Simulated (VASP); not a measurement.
# NaF (Fm-3m) in VASP: further runs

NaF is run at these levels: RPBE, r2SCAN, PBEsol+D3(BJ), PBEsol; tasks: single point.

Program: VASP 6.6.1. These are calculated values, not measurements. Logs are shortened: lines on timing, memory, paths and dates and some standing lists are left out, and cuts for length are marked.

## Step 1: The cell of the first run

It takes space group Fm-3m (No. 225, cubic). Conventional cell: a = 4.640 Å, b = 4.640 Å, c = 4.640 Å, α = 90.00°, β = 90.00°, γ = 90.00°. Within 3.1 Å of Na (site symmetry m-3m) lie 6 F at 2.32 Å. Within 3.1 Å of F (site symmetry m-3m) lie 6 Na at 2.32 Å.

## Step 2: Single point, RPBE

Input file INCAR:

```
SYSTEM = NaF
PREC     = Accurate       ! precision mode
ENCUT    = 520            ! plane-wave cutoff, eV
EDIFF    = 1E-6           ! SCF threshold, eV
ISMEAR   = -1             ! smearing method
SIGMA    = 0.05           ! smearing width, eV
LREAL    = .False.        ! projectors in reciprocal space
LASPH    = .True.         ! aspherical terms in the spheres
NELM     = 100            ! most SCF steps
ALGO     = Normal         ! electronic algorithm
ISIF     = 2              ! what is computed and relaxed
LWAVE    = .False.        ! write WAVECAR
LCHARG   = .False.        ! write CHGCAR
GGA      = RP             ! functional
NBANDS   = 14             ! bands
```

Input file KPOINTS:

```
Automatic mesh
0
Gamma
  6 6 6
  0 0 0
```

Input file POSCAR:

```
NaF
1.0
    0.0000000000      2.3200000000      2.3200000000
    2.3200000000      0.0000000000      2.3200000000
    2.3200000000      2.3200000000      0.0000000000
Na F
1 1
Direct
    0.0000000000      0.0000000000      0.0000000000
    0.5000000000      0.5000000000      0.5000000000
```

Potentials or basis: VASP PAW PBE potentials, release 64 (Na_pv, F).

Launch:

```sh
> cat potpaw_PBE.64/Na_pv/POTCAR potpaw_PBE.64/F/POTCAR > POTCAR
> mpirun -np 1 vasp_std > vasp.out
```

OUTCAR:

```text
SYSTEM = NaF
   PREC = Accurate
   ENCUT = 520
   EDIFF = 1E-6
   ISMEAR = -1
   LREAL = .False.
   LASPH = .True.
   NELM = 100
   ISIF = 2
   GGA = RP

 ion  position               nearest neighbor table
   1  0.000  0.000  0.000-   2 2.32   2 2.32   2 2.32   2 2.32   2 2.32   2 2.32
   2  0.500  0.500  0.500-   1 2.32   1 2.32   1 2.32   1 2.32   1 2.32   1 2.32

  LATTYP: Found a face centered cubic cell.
 ALAT       =     4.6400000000

  Lattice vectors:

 A1 = (   0.0000000000,   2.3200000000,   2.3200000000)
 A2 = (   2.3200000000,   0.0000000000,   2.3200000000)
 A3 = (   2.3200000000,   2.3200000000,   0.0000000000)

Analysis of symmetry for initial positions (statically):
=====================================================================
 Subroutine PRICEL returns:
 Original cell was already a primitive cell.

 Routine SETGRP: Setting up the symmetry group for a
 face centered cubic supercell.

 Subroutine GETGRP returns: Found 48 space group operations
 (whereof 48 operations were pure point group operations)
 out of a pool of 48 trial point group operations.

The static configuration has the point symmetry O_h .

Analysis of symmetry for dynamics (positions and initial velocities):
=====================================================================
 Subroutine PRICEL returns:
 Original cell was already a primitive cell.

 Routine SETGRP: Setting up the symmetry group for a
 face centered cubic supercell.

 Subroutine GETGRP returns: Found 48 space group operations
 (whereof 48 operations were pure point group operations)
 out of a pool of 48 trial point group operations.

The dynamic configuration has the point symmetry O_h .

 Subroutine INISYM returns: Found 48 space group operations
 (whereof 48 operations are pure point group operations),
 and found     1 'primitive' translations

----------------------------------------------------------------------------------------

                                     Primitive cell

  volume of cell :      24.9743

  direct lattice vectors                    reciprocal lattice vectors
     0.000000000  2.320000000  2.320000000    -0.215517241  0.215517241  0.215517241
     2.320000000  0.000000000  2.320000000     0.215517241 -0.215517241  0.215517241
     2.320000000  2.320000000  0.000000000     0.215517241  0.215517241 -0.215517241

  length of vectors
     3.280975465  3.280975465  3.280975465     0.373286812  0.373286812  0.373286812

  position of ions in fractional coordinates (direct lattice)
     0.000000000  0.000000000  0.000000000
     0.500000000  0.500000000  0.500000000

  ion indices of the primitive-cell ions
   primitive index   ion index
                 1           1
                 2           2

----------------------------------------------------------------------------------------

 KPOINTS: Automatic mesh

Automatic generation of k-mesh.
 Grid dimensions read from file:
 generate k-points for:    6    6    6

 Generating k-lattice:

  Cartesian coordinates                     Fractional coordinates (reciprocal lattice)
    -0.035919540  0.035919540  0.035919540     0.166666667  0.000000000  0.000000000
     0.035919540 -0.035919540  0.035919540     0.000000000  0.166666667  0.000000000
     0.035919540  0.035919540 -0.035919540     0.000000000  0.000000000  0.166666667

  Length of vectors
     0.062214469  0.062214469  0.062214469

  Shift w.r.t. Gamma in fractional coordinates (k-lattice)
     0.000000000  0.000000000  0.000000000

 Subroutine IBZKPT returns following result:
 ===========================================

 Found     16 irreducible k-points:

 Following reciprocal coordinates:
            Coordinates               Weight
  0.000000  0.000000  0.000000      1.000000
  0.166667  0.000000  0.000000      8.000000
  0.333333  0.000000  0.000000      8.000000
  0.500000  0.000000  0.000000      4.000000
  0.166667  0.166667  0.000000      6.000000
  0.333333  0.166667  0.000000     24.000000
[... 8 lines left out ...]
 -0.333333  0.333333  0.166667     24.000000
 -0.333333  0.500000  0.166667     12.000000
   k-points           NKPTS =     16   k-points in BZ     NKDIM =     16   number of bands    NBANDS=     14
   number of dos      NEDOS =    301   number of ions     NIONS =      2
   total plane-waves  NPLWV =  13824
   dimension x,y,z NGX =    24 NGY =   24 NGZ =   24
   dimension x,y,z NGXF=    48 NGYF=   48 NGZF=   48
   ions per type =               1   1
   NGX,Y,Z   is equivalent  to a cutoff of  12.16, 12.16, 12.16 a.u.
   NGXF,Y,Z  is equivalent  to a cutoff of  24.32, 24.32, 24.32 a.u.
 SYSTEM =  NaF
   PREC   = accura    normal or accurate (medium, high low for compatibility)
   ISTART =      0    job   : 0-new  1-cont  2-samecut
   ICHARG =      2    charge: 1-file 2-atom 10-const
   ISPIN  =      1    spin polarized calculation?
   LNONCOLLINEAR =      F non collinear calculations
   LSORBIT =      F    spin-orbit coupling
   LASPH  =      T    aspherical Exc in radial PAW
   ENCUT  =  520.0 eV  38.22 Ry    6.18 a.u.   6.10  6.10  6.10*2*pi/ulx,y,z
   NELM   =    100;   NELMIN=  2; NELMDL= -5     # of ELM steps
   EDIFF  = 0.1E-05   stopping-criterion for ELM
   LREAL  =      F    real-space projection
   EDIFFG = 0.1E-04   stopping-criterion for IOM
   NSW    =      0    number of steps for IOM
   IBRION =     -1    ionic relax: 0-MD 1-quasi-New 2-CG
   NFREE  =      0    steps in history (QN), initial steepest desc. (CG)
   ISIF   =      2    stress and relaxation
   ISYM   =      2    0-nonsym 1-usesym 2-fastsym
   POTIM  = 0.5000    time-step for ionic-motion
   TEBEG  =    0.0;   TEEND  =   0.0 temperature during run
   PSTRESS=    0.0 pullay stress
   NELECT =      14.0000    total number of electrons
   NUPDOWN=      -1.0000    fix difference up-down
   EMIN   =  10.00;   EMAX   =-10.00  energy-range for DOS
   EFERMI =   0.00;   METHOD = LEGACY
   ISMEAR =    -1;   SIGMA  =   0.05  broadening in eV -4-tet -1-fermi 0-gaus
   EFERMI_NEDOS =   21; number of points for ismear=-14 and -15
   IALGO  =     38    algorithm
   IMIX   =      4    mixing-type and parameters
     AMIX     =   0.40;   BMIX     =  1.00
     AMIX_MAG =   1.60;   BMIX_MAG =  1.00
  volume/ion in A,a.u.               =      12.49        84.27
  Fermi-wavevector in a.u.,A,eV,Ry     =   1.349852  2.550851 24.791186  1.822101
  Thomas-Fermi vector in A             =   2.477405
   LORBIT       =      0    0 simple, 1 ext, 2 COOP (PROOUT), +10 PAW based schemes
   GGA     = RP    functional components
   LHFCALC =     F    Hartree Fock is set to
   AEXX    =    0.0000 exact exchange contribution
   IVDW    =     0    specifies the selected vdW correction
   LEPSILON=     F    determine dielectric tensor
   LRPA    =     F    only Hartree local field effects (RPA)
 non-spin polarized calculation
  energy-cutoff  :      520.00
  volume of cell :       24.97
 maximum number of plane-waves:       692
   NGX = 13   NGY = 13   NGZ = 13

 number of electron      13.9999982 magnetization

 Free energy of the ion-electron system (eV)
  ---------------------------------------------------
  ext. energy  EPLUGINS =         0.00000000
  ---------------------------------------------------
  free energy    TOTEN  =        -8.14419216 eV

  energy without entropy =       -8.14419216  energy(sigma->0) =       -8.14419216

 E-fermi :  -0.7970     XC(G=0):  -8.6908

 val. band max:       -1.8725281563   @ k =   0.0000   0.0000   0.0000
 cond. band min:       4.7297968731   @ k =   0.0000   0.0000   0.0000
 fundamental gap:      6.6023250294
 Fermi energy:        -0.7970279022

 k-point     1 :       0.0000    0.0000    0.0000
  band No.  band energies     occupation
      1     -21.1505      2.00000
      2     -20.9124      2.00000
      3     -20.9124      2.00000
      4     -20.9124      2.00000
      5      -1.8725      2.00000
      6      -1.8725      2.00000
      7      -1.8725      2.00000
      8       4.7298      0.00000
      9      17.3669      0.00000
     10      17.3669      0.00000
     11      17.3669      0.00000
     12      20.3570      0.00000
     13      22.3532      0.00000
     14      22.3532      0.00000

 k-point     2 :       0.1667    0.0000    0.0000
  band No.  band energies     occupation
      1     -21.4224      2.00000
      2     -20.9153      2.00000
      3     -20.9153      2.00000
      4     -20.6080      2.00000
      5      -2.3342      2.00000
      6      -1.9354      2.00000
      7      -1.9354      2.00000
      8       5.6409      0.00000
      9      14.9402      0.00000
     10      17.7693      0.00000
     11      17.7693      0.00000
     12      21.5316      0.00000
     13      21.5316      0.00000
     14      22.7057      0.00000

 k-point     3 :       0.3333    0.0000    0.0000
  band No.  band energies     occupation
      1     -21.6692      2.00000
      2     -20.9211      2.00000
      3     -20.9210      2.00000
      4     -20.2940      2.00000
      5      -3.0807      2.00000
      6      -2.0588      2.00000
      7      -2.0588      2.00000
      8       7.6238      0.00000
      9      12.4235      0.00000
     10      18.3943      0.00000
     11      18.3943      0.00000
     12      21.0658      0.00000
     13      21.0659      0.00000
     14      22.4557      0.00000
[... 188 lines left out ...]
 k-point    15 :      -0.3333    0.3333    0.1667
  band No.  band energies     occupation
      1     -21.5018      2.00000
      2     -20.9837      2.00000
      3     -20.9613      2.00000
      4     -20.3839      2.00000
      5      -2.9623      2.00000
      6      -2.5732      2.00000
      7      -2.2717      2.00000
      8      10.8344      0.00000
      9      11.3300      0.00000
     10      14.5557      0.00000
     11      16.3865      0.00000
     12      21.0245      0.00000
     13      21.7325      0.00000
     14      26.2049      0.00000

 k-point    16 :      -0.3333    0.5000    0.1667
  band No.  band energies     occupation
      1     -21.3161      2.00000
      2     -21.0240      2.00000
      3     -20.9830      2.00000
      4     -20.5335      2.00000
      5      -2.9123      2.00000
      6      -2.4972      2.00000
      7      -2.3857      2.00000
      8      11.6164      0.00000
      9      11.7082      0.00000
     10      12.9690      0.00000
     11      16.0903      0.00000
     12      19.8666      0.00000
     13      24.2549      0.00000
     14      24.4828      0.00000

------------------------ aborting loop because EDIFF is reached ----------------------------------------

  FORCE on cell =-STRESS in cart. coord.  units (eV):
  Direction    XX          YY          ZZ          XY          YZ          ZX
  --------------------------------------------------------------------------------------
  -------------------------------------------------------------------------------------
  Total        0.8376149      0.8376149      0.8376149      0.0000000     -0.0000000      0.0000000
  in kB       53.7354666     53.7354666     53.7354666      0.0000000     -0.0000000      0.0000000
  external PRESSURE =      53.7354666 kB  Pullay stress =       0.0000000 kB

 VOLUME and BASIS-vectors are now :
 -----------------------------------------------------------------------------
  energy-cutoff  :      520.00
  volume of cell :       24.97
      direct lattice vectors                 reciprocal lattice vectors
     0.000000000  2.320000000  2.320000000    -0.215517241  0.215517241  0.215517241
     2.320000000  0.000000000  2.320000000     0.215517241 -0.215517241  0.215517241
     2.320000000  2.320000000  0.000000000     0.215517241  0.215517241 -0.215517241

 POSITION                                       TOTAL-FORCE (eV/Angst)
 -----------------------------------------------------------------------------------
      0.00000      0.00000      0.00000         0.000000      0.000000     -0.000000
      2.32000      2.32000      2.32000         0.000000      0.000000      0.000000
 -----------------------------------------------------------------------------------
    total drift:                                0.000000     -0.000000      0.000000

  FREE ENERGIE OF THE ION-ELECTRON SYSTEM (eV)
  ---------------------------------------------------
  free  energy   TOTEN  =        -8.1441921600 eV

  energy  without entropy=       -8.1441921600  energy(sigma->0) =       -8.14419216
```

Wall time 4.2 s (1 thread of AMD EPYC 7R13 (Zen 3), shared host); peak memory 0.1 GiB.

What came out:

* Free energy: -8.1442 eV
* Pressure: 5.4 GPa
* Band gap on the k mesh: 6.60 eV

Levels at points of the mesh, in eV from the valence-band top:
```csv
k point,band 4,band 5,band 6,band 7,band 8,band 9,band 10,band 11
"(0.00, 0.00, 0.00)",-19.04,0.00,0.00,0.00,6.60,19.24,19.24,19.24
"(0.50, 0.00, 0.00)",-18.30,-1.53,-0.25,-0.25,11.09,12.74,20.38,20.38
"(0.50, 0.50, 0.00)",-19.04,-1.23,-0.39,-0.39,13.45,13.64,13.86,20.04
```

Caveat: the cell stands under pressure; the PAW data sets were made with another functional, which shifts forces and pressure a little.

(Continued in part 2 of 2.)
